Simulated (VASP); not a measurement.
# Si (Fd-3m) in VASP: single point with RPBE

Aim: the single point of Si with RPBE.

All numbers are computed with VASP 6.6.1; they aren't measurements. Logs are shortened: lines on timing, memory, paths and dates and some standing lists are left out, and cuts for length are marked.

## (1) The cell of the first run

The structure is cubic, space group Fd-3m (No. 227). The conventional cell has a = 5.502 Å, b = 5.502 Å, c = 5.502 Å, α = 90.00°, β = 90.00°, γ = 90.00°. Within 3.1 Å of Si (site symmetry -43m) lie 4 Si at 2.38 Å.

## (2) Single point, RPBE

Contents of INCAR:

```
SYSTEM = Si
ALGO = Normal ; EDIFF = 1E-6
ENCUT = 520 ; GGA = RP
ISIF = 2 ; ISMEAR = 0
LASPH = .TRUE. ; LCHARG = .TRUE.
LELF = .TRUE. ; LREAL = .FALSE.
LVHAR = .TRUE. ; LWAVE = .FALSE.
NBANDS = 11 ; NELM = 60
PREC = Accurate ; SIGMA = 0.02
```

Contents of KPOINTS:

```
k-points
0
G
  8 8 8
  0 0 0
```

Contents of POSCAR:

```
Si
1.0
    0.0000000000      2.7509987262      2.7509987262
    2.7509987262      0.0000000000      2.7509987262
    2.7509987262      2.7509987262      0.0000000000
Si
2
Direct
    0.5000000000      0.5000000000      0.5000000000
    0.7500000000      0.7500000000      0.7500000000
```

Potentials or basis: VASP PAW PBE potentials, release 64 (Si).

Command:

```console
$ cat potpaw_PBE.64/Si/POTCAR > POTCAR
$ mpirun -np 1 vasp_std > vasp.out
```

OUTCAR:

```text
SYSTEM = Si
   EDIFF = 1E-6
   ENCUT = 520
   GGA = RP
   ISIF = 2
   ISMEAR = 0
   LASPH = .TRUE.
   LREAL = .FALSE.
   NELM = 60
   PREC = Accurate

 ion  position               nearest neighbor table
   1  0.500  0.500  0.500-   2 2.38   2 2.38   2 2.38   2 2.38
   2  0.750  0.750  0.750-   1 2.38   1 2.38   1 2.38   1 2.38

  LATTYP: Found a face centered cubic cell.
 ALAT       =     5.5019974524

  Lattice vectors:

 A1 = (   0.0000000000,   2.7509987262,   2.7509987262)
 A2 = (   2.7509987262,   0.0000000000,   2.7509987262)
 A3 = (   2.7509987262,   2.7509987262,   0.0000000000)

Analysis of symmetry for initial positions (statically):
=====================================================================
 Subroutine PRICEL returns:
 Original cell was already a primitive cell.

 Routine SETGRP: Setting up the symmetry group for a
 face centered cubic supercell.

 Subroutine GETGRP returns: Found 48 space group operations
 (whereof 24 operations were pure point group operations)
 out of a pool of 48 trial point group operations.

The static configuration has the point symmetry T_d .
 The point group associated with its full space group is O_h .

Analysis of symmetry for dynamics (positions and initial velocities):
=====================================================================
 Subroutine PRICEL returns:
 Original cell was already a primitive cell.

 Routine SETGRP: Setting up the symmetry group for a
 face centered cubic supercell.

 Subroutine GETGRP returns: Found 48 space group operations
 (whereof 24 operations were pure point group operations)
 out of a pool of 48 trial point group operations.

The dynamic configuration has the point symmetry T_d .
 The point group associated with its full space group is O_h .

 Subroutine INISYM returns: Found 48 space group operations
 (whereof 24 operations are pure point group operations),
 and found     1 'primitive' translations

----------------------------------------------------------------------------------------

                                     Primitive cell

  volume of cell :      41.6391

  direct lattice vectors                    reciprocal lattice vectors
     0.000000000  2.750998726  2.750998726    -0.181752174  0.181752174  0.181752174
     2.750998726  0.000000000  2.750998726     0.181752174 -0.181752174  0.181752174
     2.750998726  2.750998726  0.000000000     0.181752174  0.181752174 -0.181752174

  length of vectors
     3.890499709  3.890499709  3.890499709     0.314804000  0.314804000  0.314804000

  position of ions in fractional coordinates (direct lattice)
     0.500000000  0.500000000  0.500000000
[... 83 lines left out ...]
   NFREE  =      0    steps in history (QN), initial steepest desc. (CG)
   ISIF   =      2    stress and relaxation
   ISYM   =      2    0-nonsym 1-usesym 2-fastsym
   POTIM  = 0.5000    time-step for ionic-motion
   TEBEG  =    0.0;   TEEND  =   0.0 temperature during run
   PSTRESS=    0.0 pullay stress
   NELECT =       8.0000    total number of electrons
   NUPDOWN=      -1.0000    fix difference up-down
   EMIN   =  10.00;   EMAX   =-10.00  energy-range for DOS
   EFERMI =   0.00;   METHOD = LEGACY
   ISMEAR =     0;   SIGMA  =   0.02  broadening in eV -4-tet -1-fermi 0-gaus
   EFERMI_NEDOS =   21; number of points for ismear=-14 and -15
   IALGO  =     38    algorithm
   IMIX   =      4    mixing-type and parameters
     AMIX     =   0.40;   BMIX     =  1.00
     AMIX_MAG =   1.60;   BMIX_MAG =  1.00
  volume/ion in A,a.u.               =      20.82       140.50
  Fermi-wavevector in a.u.,A,eV,Ry     =   0.944650  1.785130 12.141354  0.892364
  Thomas-Fermi vector in A             =   2.072476
   LORBIT       =      0    0 simple, 1 ext, 2 COOP (PROOUT), +10 PAW based schemes
   GGA     = RP    functional components
   LHFCALC =     F    Hartree Fock is set to
   AEXX    =    0.0000 exact exchange contribution
   IVDW    =     0    specifies the selected vdW correction
   LEPSILON=     F    determine dielectric tensor
   LRPA    =     F    only Hartree local field effects (RPA)
 non-spin polarized calculation
 Gauss-broadening in eV      SIGMA  =   0.02
  energy-cutoff  :      520.00
  volume of cell :       41.64
 maximum number of plane-waves:      1139
 NGX is ok and might be reduce to    30
   NGX = 15   NGY = 15   NGZ = 15

 number of electron       8.0000001 magnetization

 Free energy of the ion-electron system (eV)
  ---------------------------------------------------
  ext. energy  EPLUGINS =         0.00000000
  ---------------------------------------------------
  free energy    TOTEN  =       -10.32202038 eV

  energy without entropy =      -10.32202038  energy(sigma->0) =      -10.32202038

 E-fermi :   5.6543     XC(G=0):  -9.1585

 val. band max:        5.5092036757   @ k =   0.0000   0.0000   0.0000
 cond. band min:       6.2467122975   @ k =   0.3750   0.3750   0.0000
 fundamental gap:      0.7375086218
 Fermi energy:         5.6543377512

 k-point     1 :       0.0000    0.0000    0.0000
  band No.  band energies     occupation
      1      -6.1600      2.00000
      2       5.5092      2.00000
      3       5.5092      2.00000
      4       5.5092      2.00000
      5       8.0628      0.00000
      6       8.0628      0.00000
      7       8.0628      0.00000
      8       8.5571      0.00000
      9      13.1546      0.00000
     10      13.1546      0.00000
     11      13.5345      0.00000
[... 309 lines left out ...]
 k-point    24 :      -0.3750    0.2500    0.1250
  band No.  band energies     occupation
      1      -3.4082      2.00000
      2      -1.1098      2.00000
      3       2.1936      2.00000
      4       3.4449      2.00000
      5       8.5352      0.00000
      6       8.7035      0.00000
      7      11.3160      0.00000
      8      12.5663      0.00000
      9      12.7759      0.00000
     10      15.9729      0.00000
     11      16.9817      0.00000

 [... further k-points ...]
[... 5 lines left out ...]
  --------------------------------------------------------------------------------------
  -------------------------------------------------------------------------------------
  Total       -0.0542725     -0.0542725     -0.0542725     -0.0000000      0.0000000     -0.0000000
  in kB       -2.0882809     -2.0882809     -2.0882809     -0.0000000      0.0000000     -0.0000000
  external PRESSURE =      -2.0882809 kB  Pullay stress =       0.0000000 kB

 VOLUME and BASIS-vectors are now :
 -----------------------------------------------------------------------------
  energy-cutoff  :      520.00
  volume of cell :       41.64
      direct lattice vectors                 reciprocal lattice vectors
     0.000000000  2.750998726  2.750998726    -0.181752174  0.181752174  0.181752174
     2.750998726  0.000000000  2.750998726     0.181752174 -0.181752174  0.181752174
     2.750998726  2.750998726  0.000000000     0.181752174  0.181752174 -0.181752174

 POSITION                                       TOTAL-FORCE (eV/Angst)
 -----------------------------------------------------------------------------------
      2.75100      2.75100      2.75100         0.000000      0.000000      0.000000
      4.12650      4.12650      4.12650        -0.000000     -0.000000     -0.000000
 -----------------------------------------------------------------------------------
    total drift:                                0.000000     -0.000000     -0.000000

  FREE ENERGIE OF THE ION-ELECTRON SYSTEM (eV)
  ---------------------------------------------------
  free  energy   TOTEN  =       -10.3220203817 eV

  energy  without entropy=      -10.3220203817  energy(sigma->0) =      -10.32202038
```

OSZICAR:

```text
N       E                     dE             d eps       ncg     rms          rms(c)
DAV:   1     0.907096445299E+01    0.90710E+01   -0.31954E+03   638   0.582E+02
DAV:   2    -0.982975808717E+01   -0.18901E+02   -0.17856E+02   855   0.859E+01
DAV:   3    -0.104364581027E+02   -0.60670E+00   -0.60512E+00   806   0.134E+01
DAV:   4    -0.104417213814E+02   -0.52633E-02   -0.52626E-02   783   0.161E+00
DAV:   5    -0.104417740933E+02   -0.52712E-04   -0.52711E-04   797   0.145E-01    0.551E+00
DAV:   6    -0.103566769671E+02    0.85097E-01   -0.46792E-02   719   0.937E-01    0.334E+00
DAV:   7    -0.103190160916E+02    0.37661E-01   -0.98688E-02   753   0.153E+00    0.159E-01
DAV:   8    -0.103211631412E+02   -0.21470E-02   -0.53056E-03   722   0.385E-01    0.103E-01
DAV:   9    -0.103219725180E+02   -0.80938E-03   -0.12485E-03   750   0.191E-01    0.527E-02
DAV:  10    -0.103220047404E+02   -0.32222E-04   -0.28342E-05   855   0.347E-02    0.205E-02
DAV:  11    -0.103220202926E+02   -0.15552E-04   -0.36211E-05   735   0.335E-02    0.121E-02
DAV:  12    -0.103220203817E+02   -0.89150E-07   -0.19699E-07   599   0.309E-03
   1 F= -.10322020E+02 E0= -.10322020E+02  d E =-.892187E-27
```

Wall time 25 s (1 thread of Intel Xeon 8259CL, shared host); peak memory 0.16 GiB.

What came out:

```
Free energy            : -10.3220 eV
Pressure               : -0.2 GPa
Band gap on the k mesh : 0.74 eV, indirect (least direct gap 2.55 eV)
```

Caveat: the PAW data sets were made with another functional, which shifts forces and pressure a little.
